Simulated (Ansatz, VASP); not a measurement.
## Two plane-wave programs on TaH5

```
Ta H
1.0
    -1.47848    1.83948    5.36683
     1.47848   -1.83948    5.36683
     1.47848    1.83948   -5.36683
Ta H
1 5
Direct
  0.50000 0.00000 0.50000
  0.32764 0.82764 0.50000
  0.67236 0.17236 0.50000
  0.00000 0.00000 0.00000
  0.62105 0.62105 0.00000
  0.37895 0.37895 0.00000
```

Alike in both runs: functional PBE; k mesh 16 × 16 × 16; occupations gaussian, width 0.1 eV; no spin polarisation.

Ansatz relaxed the structure, and its values are those at the end. VASP's run is a single point on that final structure, the one shown.

|  | VASP | Ansatz |
| --- | --- | --- |
| version | VASP 6.6.1 | Ansatz 0.2.0 |
| potentials or method | VASP PAW PBE potentials, release 64 (Ta_pv, H), cutoff 520 eV | scalar-relativistic, plane waves, PAW |
| valence electrons in the cell | 16 | 18 |

```tsv
	VASP	Ansatz	Ansatz less VASP
gap on the k mesh at the Fermi level (eV)	none	none	-
pressure (GPa)	-0.1	0.0	+0.11
rms of the force components (eV/Å)	0.003	0.001	-0.0023
```

A gap of «none» marks a metal or a gap that the smearing closes. The functional is the same, so the differences come from potentials, cutoffs and numerics. VASP's potentials hold 16 valence electrons a cell and Ansatz's 18, so a difference there can come from the potentials and not from the codes.

Neither program's run includes spin-orbit coupling.
